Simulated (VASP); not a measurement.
Here is a VASP 6.6.1 calculation.

File INCAR:

```
SYSTEM = WC
PREC = Accurate
ENCUT = 910
EDIFF = 1E-8
ISMEAR = -1
SIGMA = 0.05
LREAL = .False.
LASPH = .True.
NELM = 120
ALGO = Normal
ISIF = 2
LWAVE = .False.
LCHARG = .False.
GGA = PS
LEFG = .True.
NBANDS = 16
GGA_COMPAT = .False.
```

Contents of KPOINTS:

```
regular mesh
0
Gamma
  14 14 13
  0 0 0
```

File POSCAR:

```
WC
1.0
    2.8424914073      0.0000000000      0.0000000000
   -1.4212457036      2.4616697688      0.0000000000
    0.0000000000      0.0000000000      2.8290000000
W C
1 1
Direct
    0.0000000000      0.0000000000      0.0000000000
    0.6666666667      0.3333333333      0.5000000000
```

Potentials or basis: VASP PAW PBE potentials, release 64 (W_sv, C_h).

Run with:

```bash
$ cat potpaw_PBE.64/W_sv/POTCAR potpaw_PBE.64/C_h/POTCAR > POTCAR
$ mpirun -np 1 vasp_std > vasp.out
```

**Question.** What does it give for the pressure?

**Answer.** 17.8 GPa.

**Question.** What does it give for the band gap on the k mesh?

**Answer.** Zero (band 9 reaches 12.59 eV, above the bottom of band 10 at 11.32 eV).

Stress tensor (GPa, compression positive):
```
22.12  0.00  0.00
 0.00 22.12  0.00
 0.00  0.00  9.13
```

Caveat: the cell differs from its parent crystal (equal xx and yy strain of -2 %); the cutoff is under 1.25 times the usual one of these potentials, so pressure, stress and relaxed cells hold a basis-set (Pulay) error; without QUAD_EFG the Cq values of the log hold for a quadrupole moment of 1 mb, not for the nuclei; the PAW data sets were made with another functional, which shifts forces and pressure a little; spin-orbit coupling is left out, which moves the levels of the heavy elements.
